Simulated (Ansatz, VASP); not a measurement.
## Ge in VASP and in Ansatz

```
CELL_PARAMETERS angstrom
-2.56301 2.56301 1.39666
2.56301 -2.56301 1.39666
2.56301 2.56301 -1.39666
ATOMIC_POSITIONS crystal
Ge 0.25000 0.75000 0.50000
Ge 0.50000 0.50000 0.00000
```

Alike in both runs: functional PBEsol; k mesh 16 × 16 × 16; occupations gaussian, width 0.1 eV; no spin polarisation.

Ansatz relaxed the structure, and its values are those at the end. VASP's run is a single point on that final structure, the one shown.

|  | VASP | Ansatz |
| --- | --- | --- |
| version | VASP 6.6.1 | Ansatz 0.2.0 |
| potentials or method | VASP PAW PBE potentials, release 64 (Ge_d), cutoff 520 eV | scalar-relativistic, plane waves, PAW |
| valence electrons in the cell | 28 | 28 |

|  | VASP | Ansatz | Ansatz less VASP |
| --- | --- | --- | --- |
| gap on the k mesh at the Fermi level (eV) | none | none | - |
| pressure (GPa) | -0.1 | 0.0 | +0.07 |

VASP's potentials were made for PBE, not for PBEsol. A gap of «none» marks a metal or a gap that the smearing closes.
